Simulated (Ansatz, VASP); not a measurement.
**Li: VASP beside Ansatz**

```xyz
2
Lattice="3.1110 0.0000 0.0000 -1.5555 2.6942 0.0000 0.0000 0.0000 4.9402" Properties=species:S:1:pos:R:3 pbc="T T T"
Li    0.0000    1.7961    1.2351
Li    1.5555    0.8981    3.7052
```

Change from the starting cell: zz strain of -3 %, PAW files.

Alike in both runs: task electric field gradients; functional PBEsol; k mesh 15 × 15 × 8; occupations fermi-dirac, width 0.08 eV; no spin polarisation.

```csv
,VASP,Ansatz
version,VASP 6.6.1,Ansatz 0.2.0
potentials or method,"VASP PAW PBE potentials, release 64 (Li_sv)","PAW with Ansatz's default frozen-core files, scalar-relativistic"
plane-wave cutoff (eV),520,420
valence electrons in the cell,6,6
```

|  | VASP | Ansatz | Ansatz less VASP |
| --- | --- | --- | --- |
| size of Vzz on the site where it differs most (V/Å²) | 0.1 | 0.1 | -0.01 |

VASP's potentials were made for PBE, not for PBEsol.

Noted on VASP's run: the cutoff is under 1.25 times that of the potentials, so the pressure is a little rough.
